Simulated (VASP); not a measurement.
# Al2Cu (I4/mcm) in VASP: further runs

Al2Cu is run at these levels: PBE; tasks: single point.

Everything below comes from runs of VASP 6.6.1. Logs are shortened: lines on timing, memory, paths and dates and some standing lists are left out, and cuts for length are marked.

## Step 1: The cell of the first run

It takes space group I4/mcm (No. 140, tetragonal). Conventional cell: a = 6.173 Å, b = 6.173 Å, c = 4.736 Å, α = 90.00°, β = 90.00°, γ = 90.00°. Within 3.4 Å of Al (site symmetry m2m) lie 4 Cu at 2.61 Å and 11 Al at 2.77 to 3.29 Å. Cu (site symmetry 422) has 2 Cu at 2.37 Å and 8 Al at 2.61 Å within 3.1 Å.

## Step 2: Single point, PBE

INCAR reads:

```
PREC = Accurate
ENCUT = 520
EDIFF = 1E-6
ISMEAR = 0
SIGMA = 0.15
LREAL = False
LASPH = True
NELM = 100
ALGO = Fast
ISIF = 2
LWAVE = False
LCHARG = False
GGA = PE
NBANDS = 26
```

KPOINTS reads:

```
Automatic mesh
0
Gamma
  10 10 10
```

POSCAR reads:

```
Al2Cu
1.0
   -3.0867000000      3.0867000000      2.3680500000
    3.0867000000     -3.0867000000      2.3680500000
    3.0867000000      3.0867000000     -2.3680500000
Al Cu
4 2
Direct
    0.1587211657      0.6587211657      0.8174423314
    0.6587211657      0.8412788343      0.5000000000
    0.8412788343      0.3412788343      0.1825576686
    0.3412788343      0.1587211657      0.5000000000
    0.7500000000      0.7500000000      0.0000000000
    0.2500000000      0.2500000000      0.0000000000
```

Potentials or basis: VASP PAW PBE potentials, release 64 (Al, Cu).

Launch:

```
$ cat potpaw_PBE.64/Al/POTCAR potpaw_PBE.64/Cu/POTCAR > POTCAR
$ mpirun -np 1 vasp_std > vasp.out
```

OUTCAR:

```text
PREC = Accurate
   ENCUT = 520
   EDIFF = 1E-6
   ISMEAR = 0
   LREAL = False
   LASPH = True
   NELM = 100
   ISIF = 2
   GGA = PE

 ion  position               nearest neighbor table
   1  0.159  0.659  0.817-   5 2.61   6 2.61   5 2.61   6 2.61   3 2.77   3 2.85   3 2.85   4 3.07
                             2 3.07   2 3.07   4 3.07   4 3.29   2 3.29   2 3.29   4 3.29
   2  0.659  0.841  0.500-   6 2.61   5 2.61   5 2.61   6 2.61   4 2.77   4 2.85   4 2.85   3 3.07
                             1 3.07   1 3.07   3 3.07   1 3.29   3 3.29   1 3.29   3 3.29
   3  0.841  0.341  0.183-   5 2.61   6 2.61   5 2.61   6 2.61   1 2.77   1 2.85   1 2.85   2 3.07
                             4 3.07   4 3.07   2 3.07   2 3.29   4 3.29   4 3.29   2 3.29
   4  0.341  0.159  0.500-   5 2.61   6 2.61   6 2.61   5 2.61   2 2.77   2 2.85   2 2.85   1 3.07
                             1 3.07   3 3.07   3 3.07   1 3.29   3 3.29   3 3.29   1 3.29
   5  0.750  0.750  0.000-   6 2.37   6 2.37   1 2.61   2 2.61   3 2.61   4 2.61   2 2.61   4 2.61
                             1 2.61   3 2.61
   6  0.250  0.250  0.000-   5 2.37   5 2.37   1 2.61   3 2.61   4 2.61   3 2.61   4 2.61   1 2.61
                             2 2.61   2 2.61

  LATTYP: Found a body centered tetragonal cell.
 ALAT       =     6.1734000000
 C/A-ratio  =     0.7671785402

  Lattice vectors:

 A1 = (  -3.0867000000,   3.0867000000,   2.3680500000)
 A2 = (   3.0867000000,  -3.0867000000,   2.3680500000)
 A3 = (   3.0867000000,   3.0867000000,  -2.3680500000)

Analysis of symmetry for initial positions (statically):
=====================================================================
 Subroutine PRICEL returns:
 Original cell was already a primitive cell.

 Routine SETGRP: Setting up the symmetry group for a
 body centered tetragonal supercell.

 Subroutine GETGRP returns: Found 16 space group operations
 (whereof  8 operations were pure point group operations)
 out of a pool of 16 trial point group operations.

The static configuration has the point symmetry C_4h.
 The point group associated with its full space group is D_4h.

Analysis of symmetry for dynamics (positions and initial velocities):
=====================================================================
 Subroutine PRICEL returns:
 Original cell was already a primitive cell.

 Routine SETGRP: Setting up the symmetry group for a
 body centered tetragonal supercell.

 Subroutine GETGRP returns: Found 16 space group operations
 (whereof  8 operations were pure point group operations)
 out of a pool of 16 trial point group operations.

The dynamic configuration has the point symmetry C_4h.
 The point group associated with its full space group is D_4h.

 Subroutine INISYM returns: Found 16 space group operations
 (whereof  8 operations are pure point group operations),
 and found     1 'primitive' translations

----------------------------------------------------------------------------------------

                                     Primitive cell

  volume of cell :      90.2484

  direct lattice vectors                    reciprocal lattice vectors
    -3.086700000  3.086700000  2.368050000     0.000000000  0.161985292  0.211144190
     3.086700000 -3.086700000  2.368050000     0.161985292  0.000000000  0.211144190
     3.086700000  3.086700000 -2.368050000     0.161985292  0.161985292  0.000000000

  length of vectors
     4.966195182  4.966195182  4.966195182     0.266122348  0.266122348  0.229081796

  position of ions in fractional coordinates (direct lattice)
     0.158721166  0.658721166  0.817442331
     0.658721166  0.841278834  0.500000000
     0.841278834  0.341278834  0.182557669
     0.341278834  0.158721166  0.500000000
     0.750000000  0.750000000  0.000000000
     0.250000000  0.250000000  0.000000000

  ion indices of the primitive-cell ions
   primitive index   ion index
                 1           1
                 2           2
                 3           3
                 4           4
                 5           5
[... 63 lines left out ...]
  band No.  band energies     occupation
      1      -1.8551      2.00000
      2       1.9436      2.00000
      3       2.4878      2.00000
      4       2.7662      2.00000
      5       2.9099      2.00000
      6       3.5317      2.00000
[... 18 lines left out ...]
     25      13.9070      0.00000
     26      15.0229      0.00000

 k-point     5 :       0.4000    0.0000    0.0000
  band No.  band energies     occupation
      1      -1.1265      2.00000
      2       0.8517      2.00000
      3       2.5219      2.00000
      4       2.6919      2.00000
      5       3.0064      2.00000
      6       3.3539      2.00000
[... 18 lines left out ...]
     25      14.3866      0.00000
     26      14.5320      0.00000

 k-point     6 :       0.5000   -0.0000    0.0000
  band No.  band energies     occupation
      1      -0.2122      2.00000
      2      -0.2122      2.00000
      3       2.5988      2.00000
      4       2.5988      2.00000
      5       3.1444      2.00000
      6       3.1444      2.00000
[... 427 lines left out ...]
 k-point    21 :      -0.3000    0.2000    0.0000
  band No.  band energies     occupation
      1      -2.2315      2.00000
      2       1.3924      2.00000
      3       2.7118      2.00000
      4       2.7732      2.00000
      5       2.9464      2.00000
      6       3.4544      2.00000
[... 18 lines left out ...]
     25      12.3638      0.00000
     26      15.8020      0.00000

 k-point    22 :      -0.2000    0.2000    0.0000
  band No.  band energies     occupation
      1      -2.4940      2.00000
      2       1.7617      2.00000
      3       2.7237      2.00000
      4       2.7819      2.00000
      5       2.9203      2.00000
      6       3.5486      2.00000
[... 18 lines left out ...]
     25      10.8517      0.00000
     26      15.7603      0.00000

 k-point    23 :       0.3000    0.3000    0.0000
  band No.  band energies     occupation
      1       0.2182      2.00000
      2       0.4218      2.00000
      3       0.4348      2.00000
      4       2.5884      2.00000
      5       3.3444      2.00000
      6       3.3592      2.00000
[... 18 lines left out ...]
     25      14.2960      0.00000
     26      15.7827      0.00000

 k-point    24 :       0.4000    0.3000    0.0000
  band No.  band energies     occupation
      1      -0.4857      2.00000
      2       0.2518      2.00000
      3       1.2320      2.00000
      4       2.7263      2.00000
      5       3.1342      2.00000
      6       3.3338      2.00000
[... 18 lines left out ...]
     25      14.3545      0.00000
     26      14.6798      0.00000

 [... further k-points ...]

------------------------ aborting loop because EDIFF is reached ----------------------------------------

  FORCE on cell =-STRESS in cart. coord.  units (eV):
  Direction    XX          YY          ZZ          XY          YZ          ZX
  --------------------------------------------------------------------------------------
  -------------------------------------------------------------------------------------
  Total       -1.6075506     -1.6075506      2.3901620      0.0000000     -0.0000000      0.0000000
  in kB      -28.5387882    -28.5387882     42.4324607      0.0000000     -0.0000000      0.0000000
  external PRESSURE =      -4.8817052 kB  Pullay stress =       0.0000000 kB

 VOLUME and BASIS-vectors are now :
 -----------------------------------------------------------------------------
  energy-cutoff  :      520.00
  volume of cell :       90.25
      direct lattice vectors                 reciprocal lattice vectors
    -3.086700000  3.086700000  2.368050000     0.000000000  0.161985292  0.211144190
     3.086700000 -3.086700000  2.368050000     0.161985292  0.000000000  0.211144190
     3.086700000  3.086700000 -2.368050000     0.161985292  0.161985292  0.000000000

 POSITION                                       TOTAL-FORCE (eV/Angst)
 -----------------------------------------------------------------------------------
      4.06655      0.97985      0.00000        -0.092480     -0.092480      0.000000
      2.10685      0.97985      2.36805         0.092480     -0.092480      0.000000
     -0.97985      2.10685      2.36805         0.092480      0.092480     -0.000000
      0.97985      2.10685      0.00000        -0.092480      0.092480      0.000000
      0.00000      0.00000      3.55208        -0.000000     -0.000000      0.000000
      0.00000      0.00000      1.18403        -0.000000     -0.000000      0.000000
 -----------------------------------------------------------------------------------
    total drift:                               -0.000000     -0.000000      0.000000

  FREE ENERGIE OF THE ION-ELECTRON SYSTEM (eV)
  ---------------------------------------------------
  free  energy   TOTEN  =       -23.3299244929 eV

  energy  without entropy=      -23.3082415195  energy(sigma->0) =      -23.31908301
```

Run time: 3.2 min. Hardware: 1 thread of Intel Xeon 6975P-C (Granite Rapids), shared host; peak memory 0.37 GiB.

What came out:

```yaml
Free_energy: -23.3299 eV
Pressure: -0.5 GPa
Largest_force: 0.131 eV/Å
Band_gap_on_the_k_mesh: zero (bands 17 and 18 overlap by 4.69 eV)
```

Forces on the atoms (eV/Å):
```
Al  -0.092 -0.092  0.000
Al   0.092 -0.092  0.000
Al   0.092  0.092  0.000
Al  -0.092  0.092  0.000
Cu   0.000  0.000  0.000
Cu   0.000  0.000  0.000
```

Stress tensor (GPa, compression positive):
```
-2.85  0.00  0.00
 0.00 -2.85  0.00
 0.00  0.00  4.24
```

Levels at points of the mesh, in eV from the Fermi level:
```
           k point  band 13  band 14  band 15  band 16  band 17  band 18  band 19  band 20  band 21  band 22
(0.00, 0.00, 0.00)    -3.13    -2.27    -1.10    -1.10    -1.08    -1.05    -0.18     0.05     1.60     1.60
(0.50, 0.00, 0.00)    -3.16    -3.16    -2.67    -2.67     0.00     0.00     3.62     3.62     3.95     3.95
(0.50, 0.50, 0.00)    -2.63    -2.48    -1.75    -1.58    -0.83    -0.49     0.37     0.80     4.47     4.76
(0.50, 0.50, 0.50)    -3.44    -3.14    -3.14    -1.70     2.71     2.95     2.95     3.10     4.11     4.79
```

Caveat: the stress differs along the axes, from -3 to 4 GPa.

## Step 3: Single point, PBE

INCAR reads:

```
SYSTEM = Al2Cu
PREC = Accurate ; ENCUT = 520
EDIFF = 1E-6 ; ISMEAR = 0
SIGMA = 0.15 ; LREAL = .FALSE.
LASPH = .TRUE. ; NELM = 100
ALGO = Fast ; ISIF = 2
LWAVE = .FALSE. ; LCHARG = .FALSE.
GGA = PE ; NBANDS = 26
```

KPOINTS reads:

```
Automatic mesh
0
G
  10 10 10
  0 0 0
```

Edit POSCAR of step 2 so:

```diff
@@ -2,5 +2,5 @@
 1.0
-   -3.0867000000      3.0867000000      2.3680500000
-    3.0867000000     -3.0867000000      2.3680500000
-    3.0867000000      3.0867000000     -2.3680500000
+   -3.0261521191      3.0261521191      2.4657000000
+    3.0261521191     -3.0261521191      2.4657000000
+    3.0261521191      3.0261521191     -2.4657000000
 Al Cu
```

Potentials or basis: VASP PAW PBE potentials, release 64 (Al, Cu).

Launch:

```
$ cat potpaw_PBE.64/Al/POTCAR potpaw_PBE.64/Cu/POTCAR > POTCAR
$ mpirun -np 1 vasp_std > vasp.out
```

Wall time 3 min (1 thread of Intel Xeon 6975P-C (Granite Rapids), shared host); peak memory 0.37 GiB.

Results (log left out):

```yaml
Free_energy: -23.3913 eV
Pressure: -0.8 GPa
Largest_force: 0.022 eV/Å
Band_gap_on_the_k_mesh: zero (bands 17 and 18 overlap by 4.19 eV)
```

Forces in eV/Å, atoms in the order of the input:
```
Al   0.016  0.016  0.000
Al  -0.016  0.016  0.000
Al  -0.016 -0.016  0.000
Al   0.016 -0.016  0.000
Cu   0.000  0.000  0.000
Cu   0.000  0.000  0.000
```

Stress tensor (GPa, compression positive):
```
-0.38  0.00  0.00
 0.00 -0.38  0.00
 0.00  0.00 -1.60
```

Levels at points of the mesh, in eV from the Fermi level:
| k point | band 14 | band 15 | band 16 | band 17 | band 18 | band 19 | band 20 | band 21 |
| --- | --- | --- | --- | --- | --- | --- | --- | --- |
| (0.00, 0.00, 0.00) | -1.85 | -1.36 | -1.17 | -1.17 | -0.80 | -0.40 | 0.11 | 1.35 |
| (0.50, 0.00, 0.00) | -3.01 | -2.54 | -2.54 | 0.29 | 0.29 | 4.09 | 4.09 | 4.27 |
| (0.50, 0.50, 0.00) | -2.77 | -1.31 | -1.24 | -0.97 | -0.71 | 0.87 | 1.34 | 4.68 |
| (0.50, 0.50, 0.50) | -3.19 | -3.19 | -1.83 | 2.52 | 2.98 | 2.98 | 3.35 | 3.93 |

## Step 4: Single point, PBE

INCAR reads:

```
SYSTEM = Al2Cu
ALGO = Fast
EDIFF = 1E-6
ENCUT = 520
GGA = PE
ISIF = 2
ISMEAR = 0
LASPH = .True.
LCHARG = .False.
LREAL = .False.
LWAVE = .False.
NBANDS = 26
NELM = 60
PREC = Accurate
SIGMA = 0.15
```

KPOINTS reads:

```
k-points
0
Gamma
  10 10 10
  0 0 0
```

Edit POSCAR of step 3 so:

```diff
@@ -2,5 +2,5 @@
 1.0
-   -3.0261521191      3.0261521191      2.4657000000
-    3.0261521191     -3.0261521191      2.4657000000
-    3.0261521191      3.0261521191     -2.4657000000
+   -2.9656500000      2.9656500000      2.5633500000
+    2.9656500000     -2.9656500000      2.5633500000
+    2.9656500000      2.9656500000     -2.5633500000
 Al Cu
```

Launch:

```
$ cat potpaw_PBE.64/Al/POTCAR potpaw_PBE.64/Cu/POTCAR > POTCAR
$ mpirun -np 1 vasp_std > vasp.out
```

Wall time 2.2 min (1 thread of Intel Xeon 6975P-C (Granite Rapids), shared host); peak memory 0.37 GiB.

Results (log left out):

```
Free energy            : -23.2942 eV
Pressure               : -0.3 GPa
Largest force          : 0.196 eV/Å
Band gap on the k mesh : zero (bands 17 and 18 overlap by 3.66 eV)
```

Forces on the atoms (eV/Å):
```
Al   0.139  0.139  0.000
Al  -0.139  0.139  0.000
Al  -0.139 -0.139  0.000
Al   0.139 -0.139  0.000
Cu   0.000  0.000  0.000
Cu   0.000  0.000  0.000
```

Stress tensor (GPa, compression positive):
```
 2.05  0.00  0.00
 0.00  2.05  0.00
 0.00  0.00 -5.06
```

Levels at points of the mesh, in eV from the Fermi level:
| k point | band 15 | band 16 | band 17 | band 18 | band 19 | band 20 |
| --- | --- | --- | --- | --- | --- | --- |
| (0.00, 0.00, 0.00) | -1.56 | -1.32 | -1.32 | -1.15 | -0.22 | 0.09 |
| (0.50, 0.00, 0.00) | -2.53 | -2.53 | 0.46 | 0.46 | 3.38 | 3.38 |
| (0.50, 0.50, 0.00) | -1.53 | -1.05 | -1.00 | -0.67 | 1.24 | 1.75 |
| (0.50, 0.50, 0.50) | -3.20 | -2.07 | 2.25 | 2.94 | 2.94 | 3.53 |

Caveat: the stress differs along the axes, from -5 to 2 GPa.

## Step 5: Single point, PBE

This run uses another cell than the first one, of 15.18 Å³/atom.

INCAR reads:

```
PREC = Accurate
ENCUT = 520
EDIFF = 1E-7
ISMEAR = 0
SIGMA = 0.15
LREAL = F
LASPH = T
NELM = 100
ALGO = Fast
ISIF = 2
LWAVE = F
LCHARG = F
GGA = PE
NBANDS = 26
```

KPOINTS reads:

```
regular mesh
0
Gamma
  10 10 10
```

Edit POSCAR of step 4 so:

```diff
@@ -2,5 +2,5 @@
 1.0
-   -2.9656500000      2.9656500000      2.5633500000
-    2.9656500000     -2.9656500000      2.5633500000
-    2.9656500000      2.9656500000     -2.5633500000
+   -3.1169500000      3.1169500000      2.3436500000
+    3.1169500000     -3.1169500000      2.3436500000
+    3.1169500000      3.1169500000     -2.3436500000
 Al Cu
```

Launch:

```
$ cat potpaw_PBE.64/Al/POTCAR potpaw_PBE.64/Cu/POTCAR > POTCAR
$ mpirun -np 1 vasp_std > vasp.out
```

It took 2.7 min on 1 thread of Intel Xeon 6975P-C (Granite Rapids), shared host; peak memory 0.38 GiB.

The run converged. Its results:

| Property | Result |
| --- | --- |
| Free energy | -23.2605 eV |
| Pressure | -1.1 GPa |
| Largest force | 0.164 eV/Å |
| Band gap on the k mesh | zero (bands 17 and 18 overlap by 4.74 eV) |

Forces in eV/Å, atoms in the order of the input:
```
Al  -0.116 -0.116  0.000
Al   0.116 -0.116  0.000
Al   0.116  0.116  0.000
Al  -0.116  0.116  0.000
Cu   0.000  0.000  0.000
Cu   0.000  0.000  0.000
```

Stress tensor (GPa, compression positive):
```
-4.45  0.00  0.00
 0.00 -4.45  0.00
 0.00  0.00  5.65
```

Levels at points of the mesh, in eV from the Fermi level:
```csv
k point,band 14,band 15,band 16,band 17,band 18,band 19,band 20,band 21
"(0.00, 0.00, 0.00)",-2.37,-1.15,-1.03,-1.03,-0.94,-0.05,0.07,1.67
"(0.50, 0.00, 0.00)",-3.16,-2.68,-2.68,-0.07,-0.07,3.45,3.45,3.79
"(0.50, 0.50, 0.00)",-2.30,-1.84,-1.71,-0.72,-0.39,0.22,0.63,4.43
"(0.50, 0.50, 0.50)",-3.07,-3.07,-1.62,2.79,2.98,2.98,3.03,4.14
```

Caveat: the stress differs along the axes, from -4 to 6 GPa.

## Step 6: Single point, PBE

This run uses another cell than the first one, of 15.20 Å³/atom.

INCAR reads:

```
SYSTEM = Al2Cu
PREC = Accurate ; ENCUT = 520
EDIFF = 1E-7 ; ISMEAR = 0
SIGMA = 0.15 ; LREAL = .FALSE.
LASPH = .TRUE. ; NELM = 100
ALGO = Fast ; ISIF = 2
LWAVE = .FALSE. ; LCHARG = .FALSE.
GGA = PE ; NBANDS = 26
```

KPOINTS reads:

```
Automatic mesh
0
G
  10 10 10
  0 0 0
```

Edit POSCAR of step 5 so:

```diff
@@ -2,5 +2,5 @@
 1.0
-   -3.1169500000      3.1169500000      2.3436500000
-    3.1169500000     -3.1169500000      2.3436500000
-    3.1169500000      3.1169500000     -2.3436500000
+   -3.0564000000      3.0564000000      2.4412820339
+    3.0564000000     -3.0564000000      2.4412820339
+    3.0564000000      3.0564000000     -2.4412820339
 Al Cu
```

Potentials or basis: VASP PAW PBE potentials, release 64 (Al, Cu).

Launch:

```
$ cat potpaw_PBE.64/Al/POTCAR potpaw_PBE.64/Cu/POTCAR > POTCAR
$ mpirun -np 1 vasp_std > vasp.out
```

Run time: 2.6 min. Hardware: 1 thread of Intel Xeon 6975P-C (Granite Rapids), shared host; peak memory 0.37 GiB.

The run converged. Its results:

| Quantity | Value |
| --- | --- |
| Free energy | -23.3846 eV |
| Pressure | -1.8 GPa |
| Largest force | 0.022 eV/Å |
| Band gap on the k mesh | zero (bands 17 and 18 overlap by 4.36 eV) |

Forces in eV/Å, atoms in the order of the input:
```
Al  -0.015 -0.015  0.000
Al   0.015 -0.015  0.000
Al   0.015  0.015  0.000
Al  -0.015  0.015  0.000
Cu   0.000  0.000  0.000
Cu   0.000  0.000  0.000
```

Stress tensor (GPa, compression positive):
```
-2.19  0.00  0.00
 0.00 -2.19  0.00
 0.00  0.00 -0.95
```

Levels at points of the mesh, in eV from the Fermi level:
| k point | band 13 | band 14 | band 15 | band 16 | band 17 | band 18 | band 19 | band 20 | band 21 | band 22 |
| --- | --- | --- | --- | --- | --- | --- | --- | --- | --- | --- |
| (0.00, 0.00, 0.00) | -2.90 | -1.97 | -1.25 | -1.13 | -1.13 | -0.82 | -0.41 | 0.10 | 1.40 | 1.40 |
| (0.50, 0.00, 0.00) | -3.03 | -3.03 | -2.56 | -2.56 | 0.20 | 0.20 | 3.92 | 3.92 | 4.23 | 4.23 |
| (0.50, 0.50, 0.00) | -2.71 | -2.69 | -1.43 | -1.27 | -1.00 | -0.63 | 0.70 | 1.15 | 4.60 | 4.77 |
| (0.50, 0.50, 0.50) | -3.28 | -3.14 | -3.14 | -1.77 | 2.57 | 2.97 | 2.97 | 3.25 | 3.93 | 4.62 |

## Step 7: The runs side by side

```csv
cell,further INCAR settings,gap on the mesh (eV),pressure (GPa),largest force (eV/Å)
"a = 4.966 Å, angles 103.1, 103.1, 123.0°, 6 atoms",ALGO = Fast; EDIFF = 1e-06; NBANDS = 26,none,-0.5,0.13
"a = 4.939 Å, angles 104.4, 104.4, 120.1°, 6 atoms",ALGO = Fast; EDIFF = 1e-06; NBANDS = 26,none,-0.8,0.02
"a = 4.915 Å, angles 105.8, 105.8, 117.1°, 6 atoms",ALGO = Fast; EDIFF = 1e-06; NBANDS = 26,none,-0.3,0.20
"a = 4.992 Å, angles 102.7, 102.7, 124.0°, 6 atoms",ALGO = Fast; EDIFF = 1e-07; NBANDS = 26,none,-1.1,0.16
"a = 4.964 Å, angles 104.0, 104.0, 121.1°, 6 atoms",ALGO = Fast; EDIFF = 1e-07; NBANDS = 26,none,-1.8,0.02
```

Alike in all rows: task single point; level PBE; potentials or basis VASP PAW PBE potentials, release 64 (Al, Cu); no spin polarisation; k mesh 10 × 10 × 10; cutoff (eV) 520; smearing gaussian 0.15 eV.

Caveats: the stress differs along the axes, from -3 to 4 GPa (at least some runs); the stress differs along the axes, from -5 to 2 GPa (at least some runs); the stress differs along the axes, from -4 to 6 GPa (at least some runs).

Absolute energies hang on the potentials; compare differences alone.
